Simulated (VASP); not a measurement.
Crystal: Co.

```
CELL_PARAMETERS angstrom
-2.19998 2.19998 1.20119
2.19998 -2.19998 1.20119
2.19998 2.19998 -1.20119
ATOMIC_POSITIONS crystal
Co 0.00000 0.00000 0.00000
Co 0.75000 0.25000 0.50000
```

| Property | Result |
| --- | --- |
| Program | VASP 6.6.1 |
| Task | relaxation of cell and atoms |
| Functional | revPBE |
| Potentials or basis | VASP PAW PBE potentials, release 64 (Co) |
| Cutoff | 600 eV |
| k mesh | 15 × 15 × 10 |
| Occupations | fermi-dirac, width 0.1 eV |
| Spin | no spin polarisation |

At the start: pressure -1.8 GPa; volume 11.63 Å³/atom.

**Question.** Where does the relaxation end?

**Answer.** Over 5 steps the energy falls by 10.8 meV/atom and the volume is 11.52 Å³/atom (-0.9 %); space group I4_1/amd (No. 141, to 0.1 Å) before and after.

The path:
| step | energy change (eV) | largest force (eV/Å) | pressure (GPa) | volume (Å³) |
| --- | --- | --- | --- | --- |
| 1 | 0.0000 | 0.0000 | -1.77 | 23.25 |
| 2 | -0.0201 | 0.0003 | 1.83 | 22.82 |
| 3 | -0.0202 | 0.0003 | 1.69 | 22.83 |
| 4 | -0.0209 | 0.0001 | -1.14 | 23.18 |
| 5 | -0.0216 | 0.0002 | -0.01 | 23.04 |

Final structure:
```
Co
1.0
    -2.16403    2.16401    1.22985
     2.16401   -2.16403    1.22985
     2.16404    2.16404   -1.22989
Co
2
Cartesian
  0.0000 4.3280 0.0000
  0.0000 2.1640 0.6149
```

Caveat: the PAW data sets were made with another functional, which shifts forces and pressure a little; the run has no spin polarisation, though such a crystal can be magnetic.
